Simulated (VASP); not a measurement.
# W in VASP: further runs, part 2 of 2

VASP 6.6.1. Earlier steps stand in the parts before.

## Step 4: Electric field gradients, PBEsol (equal xy, yz and zx shear strains of -2 %)

The input, INCAR:

```
  PREC = Accurate
  ENCUT = 520
  EDIFF = 1E-8
  ISMEAR = -1
  SIGMA = 0.05
  LREAL = False
  LASPH = True
  NELM = 60
  ALGO = Normal
  ISIF = 2
  LWAVE = False
  LCHARG = False
  GGA = PS
  LEFG = True
  NBANDS = 13
```

The input, KPOINTS:

```
regular mesh
0
Gamma
  14 14 14
```

The input, POSCAR:

```
W
1.0
   -0.0406000000      2.0097000000      2.0097000000
    2.0097000000     -0.0406000000      2.0097000000
    2.0097000000      2.0097000000     -0.0406000000
W
1
Direct
    0.0000000000      0.0000000000      0.0000000000
```

Potentials or basis: VASP PAW PBE potentials, release 64 (W_sv).

Run with:

```
cat potpaw_PBE.64/W_sv/POTCAR > POTCAR
mpirun -np 1 vasp_std > vasp.out
```

OUTCAR:

```text
PREC = Accurate
   ENCUT = 520
   EDIFF = 1E-8
   ISMEAR = -1
   LREAL = False
   LASPH = True
   NELM = 60
   ISIF = 2
   GGA = PS

 ion  position               nearest neighbor table
   1  0.000  0.000  0.000-

  LATTYP: Found a trigonal (rhomboedric) cell.
 ALAT       =     2.8424349667
 COS(alpha) =     0.4797000918

  Lattice vectors:

 A1 = (  -0.0406000000,   2.0097000000,   2.0097000000)
 A2 = (   2.0097000000,  -0.0406000000,   2.0097000000)
 A3 = (   2.0097000000,   2.0097000000,  -0.0406000000)

Analysis of symmetry for initial positions (statically):
=====================================================================
 Subroutine PRICEL returns:
 Original cell was already a primitive cell.

 Routine SETGRP: Setting up the symmetry group for a
 trigonal (rhombohedral) supercell.

 Subroutine GETGRP returns: Found 12 space group operations
 (whereof 12 operations were pure point group operations)
 out of a pool of 12 trial point group operations.

The static configuration has the point symmetry D_3d.

Analysis of symmetry for dynamics (positions and initial velocities):
=====================================================================
 Subroutine PRICEL returns:
 Original cell was already a primitive cell.

 Routine SETGRP: Setting up the symmetry group for a
 trigonal (rhombohedral) supercell.

 Subroutine GETGRP returns: Found 12 space group operations
 (whereof 12 operations were pure point group operations)
 out of a pool of 12 trial point group operations.

The dynamic configuration has the point symmetry D_3d.

 Subroutine INISYM returns: Found 12 space group operations
[... 163 lines left out ...]
     12      27.7018      0.00000
     13      27.7018      0.00000
[... 354 lines left out ...]
  band No.  band energies     occupation
      1     -63.5611      2.00000
      2     -27.8245      2.00000
      3     -27.4187      2.00000
      4     -27.3827      2.00000
      5       3.8267      2.00000
      6       7.8072      2.00000
      7       9.6171      1.99980
      8      10.8171      0.00000
      9      11.9278      0.00000
     10      13.6166      0.00000
     11      24.4982      0.00000
     12      27.3652      0.00000
     13      29.6259      0.00000

 [... further k-points ...]

------------------------ aborting loop because EDIFF is reached ----------------------------------------

  FORCE on cell =-STRESS in cart. coord.  units (eV):
  Direction    XX          YY          ZZ          XY          YZ          ZX
  --------------------------------------------------------------------------------------
  -------------------------------------------------------------------------------------
  Total       -1.2385865     -1.2385865     -1.2385865     -0.2947169     -0.2947169     -0.2947169
  in kB     -118.6451500   -118.6451500   -118.6451500    -28.2311598    -28.2311598    -28.2311598
  external PRESSURE =    -118.6451500 kB  Pullay stress =       0.0000000 kB

 VOLUME and BASIS-vectors are now :
 -----------------------------------------------------------------------------
  energy-cutoff  :      520.00
  volume of cell :       16.73
      direct lattice vectors                 reciprocal lattice vectors
    -0.040600000  2.009700000  2.009700000    -0.241378315  0.246355187  0.246355187
     2.009700000 -0.040600000  2.009700000     0.246355187 -0.241378315  0.246355187
     2.009700000  2.009700000 -0.040600000     0.246355187  0.246355187 -0.241378315

 POSITION                                       TOTAL-FORCE (eV/Angst)
 -----------------------------------------------------------------------------------
      0.00000      0.00000      0.00000         0.000000     -0.000000      0.000000
 -----------------------------------------------------------------------------------
    total drift:                               -0.000000      0.000000      0.000000

  FREE ENERGIE OF THE ION-ELECTRON SYSTEM (eV)
  ---------------------------------------------------
  free  energy   TOTEN  =       -13.2980478466 eV

  energy  without entropy=      -13.2894500088  energy(sigma->0) =      -13.29374893

 Electric field gradients (V/A^2)
---------------------------------------------------------------------
 ion       V_xx      V_yy      V_zz      V_xy      V_xz      V_yz
---------------------------------------------------------------------
   1       0.000    -0.000    -0.000    -7.786    -7.786    -7.786
---------------------------------------------------------------------

 Electric field gradients after diagonalization (V/A^2)
 (convention: |V_zz| > |V_xx| > |V_yy|)
----------------------------------------------------------------------
 ion       V_xx      V_yy      V_zz     asymmetry (V_yy - V_xx)/ V_zz
----------------------------------------------------------------------
   1       7.786     7.786   -15.572       0.000
----------------------------------------------------------------------

           NMR quadrupolar parameters

 Cq : quadrupolar parameter    Cq=e*Q*V_zz/h
 eta: asymmetry parameters     (V_yy - V_xx)/ V_zz
 Q  : nuclear electric quadrupole moment in mb (millibarn)
----------------------------------------------------------------------
 ion       Cq(MHz)       eta       Q (mb)
----------------------------------------------------------------------
   1      -0.038       0.000       1.000
----------------------------------------------------------------------
```

OSZICAR:

```text
N       E                     dE             d eps       ncg     rms          rms(c)
DAV:   1     0.855002949377E+02    0.85500E+02   -0.74538E+03  7517   0.121E+03
DAV:   2    -0.123077548945E+02   -0.97808E+02   -0.94189E+02  8388   0.316E+02
DAV:   3    -0.140083239946E+02   -0.17006E+01   -0.16906E+01  8288   0.402E+01
DAV:   4    -0.140158200328E+02   -0.74960E-02   -0.74958E-02  8493   0.296E+00
DAV:   5    -0.140158881826E+02   -0.68150E-04   -0.68149E-04  8373   0.265E-01    0.190E+01
DAV:   6    -0.134429656893E+02    0.57292E+00   -0.48990E-01  7998   0.903E+00    0.716E+00
DAV:   7    -0.133034030675E+02    0.13956E+00   -0.22246E-01  8393   0.569E+00    0.604E-01
DAV:   8    -0.132981656743E+02    0.52374E-02   -0.42849E-03  7578   0.866E-01    0.793E-02
DAV:   9    -0.132980449827E+02    0.12069E-03   -0.12404E-04  9064   0.121E-01    0.361E-02
DAV:  10    -0.132980478653E+02   -0.28826E-05   -0.56392E-06  7958   0.292E-02    0.242E-03
DAV:  11    -0.132980479987E+02   -0.13343E-06   -0.28607E-07  8203   0.579E-03    0.148E-03
DAV:  12    -0.132980478666E+02    0.13211E-06   -0.82008E-09  5739   0.105E-03    0.116E-04
DAV:  13    -0.132980478506E+02    0.16022E-07   -0.93565E-10  4169   0.383E-04    0.909E-05
DAV:  14    -0.132980478466E+02    0.39531E-08   -0.13657E-10  3884   0.146E-04
   1 F= -.13298048E+02 E0= -.13293749E+02  d E =-.859784E-02
```

It took 74 s on 1 thread of Intel Xeon 8259CL, shared host; peak memory 0.19 GiB.

Results:

```yaml
Free_energy: -13.2980 eV
Pressure: -11.9 GPa
Band_gap_on_the_k_mesh: zero (bands 7 and 8 overlap by 3.53 eV)
Largest_electric_field_gradient_by_atom: W -15.6 V/Å²
```

Electric field gradients, principal values (V/Å²):
```csv
atom,least,middle,greatest (by size)
1 W,7.786,7.786,-15.572
```

Caveat: the cell differs from its parent crystal (equal xy, yz and zx shear strains of -2 %); the cell stands under tension; without QUAD_EFG the Cq values of the log hold for a quadrupole moment of 1 mb, not for the nuclei; the PAW data sets were made with another functional, which shifts forces and pressure a little; spin-orbit coupling is left out, which moves the levels of the heavy elements.

## Step 5: Electric field gradients, PBEsol (equal xy, yz and zx shear strains of -1 %)

The input, INCAR:

```
SYSTEM = W
PREC = Accurate
ENCUT = 520
EDIFF = 1E-8
ISMEAR = -1
SIGMA = 0.05
LREAL = .FALSE.
LASPH = .TRUE.
NELM = 100
ALGO = Normal
ISIF = 2
LWAVE = .FALSE.
LCHARG = .FALSE.
GGA = PS
LEFG = .TRUE.
NBANDS = 13
```

The input, KPOINTS:

```
regular mesh
0
G
  14 14 14
  0 0 0
```

The input, POSCAR:

```
W
1.0
   -0.0203000000      2.0198500000      2.0198500000
    2.0198500000     -0.0203000000      2.0198500000
    2.0198500000      2.0198500000     -0.0203000000
W
1
Direct
    0.0000000000      0.0000000000      0.0000000000
```

Potentials or basis: VASP PAW PBE potentials, release 64 (W_sv).

Run with:

```
cat potpaw_PBE.64/W_sv/POTCAR > POTCAR
mpirun -np 1 vasp_std > vasp.out
```

OUTCAR:

```text
SYSTEM = W
   PREC = Accurate
   ENCUT = 520
   EDIFF = 1E-8
   ISMEAR = -1
   LREAL = .FALSE.
   LASPH = .TRUE.
   NELM = 100
   ISIF = 2
   GGA = PS

 ion  position               nearest neighbor table
   1  0.000  0.000  0.000-

  LATTYP: Found a trigonal (rhomboedric) cell.
 ALAT       =     2.8565713950
 COS(alpha) =     0.4899250057

  Lattice vectors:

 A1 = (  -0.0203000000,   2.0198500000,   2.0198500000)
 A2 = (   2.0198500000,  -0.0203000000,   2.0198500000)
 A3 = (   2.0198500000,   2.0198500000,  -0.0203000000)

Analysis of symmetry for initial positions (statically):
=====================================================================
 Subroutine PRICEL returns:
 Original cell was already a primitive cell.

 Routine SETGRP: Setting up the symmetry group for a
 trigonal (rhombohedral) supercell.

 Subroutine GETGRP returns: Found 12 space group operations
[... 564 lines left out ...]
  external PRESSURE =    -120.9382188 kB  Pullay stress =       0.0000000 kB

 VOLUME and BASIS-vectors are now :
 -----------------------------------------------------------------------------
  energy-cutoff  :      520.00
  volume of cell :       16.73
      direct lattice vectors                 reciprocal lattice vectors
    -0.020300000  2.019850000  2.019850000    -0.243842241  0.246317796  0.246317796
     2.019850000 -0.020300000  2.019850000     0.246317796 -0.243842241  0.246317796
     2.019850000  2.019850000 -0.020300000     0.246317796  0.246317796 -0.243842241

 POSITION                                       TOTAL-FORCE (eV/Angst)
 -----------------------------------------------------------------------------------
      0.00000      0.00000      0.00000         0.000000     -0.000000      0.000000
 -----------------------------------------------------------------------------------
    total drift:                                0.000000      0.000000      0.000000

  FREE ENERGIE OF THE ION-ELECTRON SYSTEM (eV)
  ---------------------------------------------------
  free  energy   TOTEN  =       -13.2904580631 eV

  energy  without entropy=      -13.2804970555  energy(sigma->0) =      -13.28547756

 Electric field gradients (V/A^2)
---------------------------------------------------------------------
 ion       V_xx      V_yy      V_zz      V_xy      V_xz      V_yz
---------------------------------------------------------------------
   1      -0.000    -0.000     0.000    -3.797    -3.797    -3.797
---------------------------------------------------------------------

 Electric field gradients after diagonalization (V/A^2)
 (convention: |V_zz| > |V_xx| > |V_yy|)
----------------------------------------------------------------------
 ion       V_xx      V_yy      V_zz     asymmetry (V_yy - V_xx)/ V_zz
----------------------------------------------------------------------
   1       3.797     3.797    -7.593       0.000
----------------------------------------------------------------------

           NMR quadrupolar parameters

 Cq : quadrupolar parameter    Cq=e*Q*V_zz/h
 eta: asymmetry parameters     (V_yy - V_xx)/ V_zz
 Q  : nuclear electric quadrupole moment in mb (millibarn)
----------------------------------------------------------------------
 ion       Cq(MHz)       eta       Q (mb)
----------------------------------------------------------------------
   1      -0.018       0.000       1.000
----------------------------------------------------------------------
```

Wall time 75 s (1 thread of Intel Xeon 8259CL, shared host); peak memory 0.19 GiB.

What came out:

```yaml
Free_energy: -13.2905 eV
Pressure: -12.1 GPa
Band_gap_on_the_k_mesh: zero (bands 7 and 8 overlap by 3.50 eV)
Largest_electric_field_gradient_by_atom: W -7.6 V/Å²
```

Electric field gradients, principal values (V/Å²):
```csv
atom,least,middle,greatest (by size)
1 W,3.797,3.797,-7.593
```

Caveat: the cell differs from its parent crystal (equal xy, yz and zx shear strains of -1 %); the cell stands under tension; without QUAD_EFG the Cq values of the log hold for a quadrupole moment of 1 mb, not for the nuclei; the PAW data sets were made with another functional, which shifts forces and pressure a little; spin-orbit coupling is left out, which moves the levels of the heavy elements.

## Step 6: Electric field gradients, PBEsol (equal xy, yz and zx shear strains of +1 %)

The input, INCAR:

```
PREC     = Accurate       # precision mode
ENCUT    = 520            # plane-wave cutoff, eV
EDIFF    = 1E-8           # SCF threshold, eV
ISMEAR   = -1             # smearing method
SIGMA    = 0.05           # smearing width, eV
LREAL    = False          # projectors in reciprocal space
LASPH    = True           # aspherical terms in the spheres
NELM     = 100            # most SCF steps
ALGO     = Normal         # electronic algorithm
ISIF     = 2              # what is computed and relaxed
LWAVE    = False          # write WAVECAR
LCHARG   = False          # write CHGCAR
GGA      = PS             # functional
LEFG     = True         
NBANDS   = 13             # bands
```

The input, KPOINTS:

```
Automatic mesh
0
Gamma
  14 14 14
```

The input, POSCAR:

```
W
1.0
    0.0203000000      2.0401500000      2.0401500000
    2.0401500000      0.0203000000      2.0401500000
    2.0401500000      2.0401500000      0.0203000000
W
1
Direct
    0.0000000000      0.0000000000      0.0000000000
```

Potentials or basis: VASP PAW PBE potentials, release 64 (W_sv).

Run with:

```
cat potpaw_PBE.64/W_sv/POTCAR > POTCAR
mpirun -np 1 vasp_std > vasp.out
```

OUTCAR:

```text
PREC = Accurate
   ENCUT = 520
   EDIFF = 1E-8
   ISMEAR = -1
   LREAL = False
   LASPH = True
   NELM = 100
   ISIF = 2
   GGA = PS

 ion  position               nearest neighbor table
   1  0.000  0.000  0.000-

  LATTYP: Found a trigonal (rhomboedric) cell.
 ALAT       =     2.8852792127
 COS(alpha) =     0.5099250056

  Lattice vectors:

 A1 = (   0.0203000000,   2.0401500000,   2.0401500000)
[... 590 lines left out ...]
 -----------------------------------------------------------------------------------
    total drift:                               -0.000000      0.000000      0.000000

  FREE ENERGIE OF THE ION-ELECTRON SYSTEM (eV)
  ---------------------------------------------------
  free  energy   TOTEN  =       -13.2901742931 eV

  energy  without entropy=      -13.2804833114  energy(sigma->0) =      -13.28532880

 Electric field gradients (V/A^2)
---------------------------------------------------------------------
 ion       V_xx      V_yy      V_zz      V_xy      V_xz      V_yz
---------------------------------------------------------------------
   1      -0.000     0.000     0.000     3.339     3.339     3.339
---------------------------------------------------------------------

 Electric field gradients after diagonalization (V/A^2)
 (convention: |V_zz| > |V_xx| > |V_yy|)
----------------------------------------------------------------------
 ion       V_xx      V_yy      V_zz     asymmetry (V_yy - V_xx)/ V_zz
----------------------------------------------------------------------
   1      -3.339    -3.339     6.678       0.000
----------------------------------------------------------------------

           NMR quadrupolar parameters

 Cq : quadrupolar parameter    Cq=e*Q*V_zz/h
 eta: asymmetry parameters     (V_yy - V_xx)/ V_zz
 Q  : nuclear electric quadrupole moment in mb (millibarn)
----------------------------------------------------------------------
 ion       Cq(MHz)       eta       Q (mb)
----------------------------------------------------------------------
   1       0.016       0.000       1.000
----------------------------------------------------------------------
```

Wall time 68 s (1 thread of Intel Xeon 8259CL, shared host); peak memory 0.19 GiB.

Results:

```yaml
Free_energy: -13.2902 eV
Pressure: -12.1 GPa
Band_gap_on_the_k_mesh: zero (bands 7 and 8 overlap by 3.42 eV)
Largest_electric_field_gradient_by_atom: W +6.7 V/Å²
```

Levels at points of the mesh, in eV from the Fermi level:
| k point | band 3 | band 4 | band 5 | band 6 | band 7 | band 8 | band 9 | band 10 | band 11 | band 12 |
| --- | --- | --- | --- | --- | --- | --- | --- | --- | --- | --- |
| (0.00, 0.00, 0.00) | -37.30 | -37.30 | -8.89 | -0.70 | -0.44 | -0.44 | 2.50 | 2.50 | 12.81 | 17.65 |
| (0.50, 0.00, 0.00) | -37.48 | -37.46 | -5.49 | -0.90 | -0.64 | 0.66 | 4.83 | 5.05 | 10.07 | 12.40 |
| (0.50, 0.50, 0.00) | -37.72 | -37.68 | -5.36 | -4.39 | 2.97 | 4.87 | 5.63 | 5.65 | 11.43 | 11.74 |
| (0.50, 0.50, 0.50) | -37.43 | -37.43 | -5.52 | -0.69 | -0.69 | 0.46 | 4.87 | 4.87 | 9.80 | 12.54 |

Electric field gradients, principal values (V/Å²):
| atom | least | middle | greatest (by size) |
| --- | --- | --- | --- |
| 1 W | -3.339 | -3.339 | 6.678 |

Caveat: the cell differs from its parent crystal (equal xy, yz and zx shear strains of +1 %); the cell stands under tension; without QUAD_EFG the Cq values of the log hold for a quadrupole moment of 1 mb, not for the nuclei; the PAW data sets were made with another functional, which shifts forces and pressure a little; spin-orbit coupling is left out, which moves the levels of the heavy elements.

## Step 7: Summary

```csv
cell,gap on the mesh (eV),pressure (GPa)
"a = 2.880 Å, angles 60.0°, 1 atom",none,-14.6
"a = 2.842 Å, angles 61.3°, 1 atom",none,-11.9
"a = 2.857 Å, angles 60.7°, 1 atom",none,-12.1
"a = 2.885 Å, angles 59.3°, 1 atom",none,-12.1
```

Alike in all rows: task electric field gradients; level PBEsol; potentials or basis VASP PAW PBE potentials, release 64 (W_sv); no spin polarisation; k mesh 14 × 14 × 14; cutoff (eV) 520; smearing fermi-dirac 0.05 eV.

Caveats: the cell stands under tension; the PAW data sets were made with another functional, which shifts forces and pressure a little; spin-orbit coupling is left out, which moves the levels of the heavy elements.

Absolute energies hang on the potentials; compare differences alone.
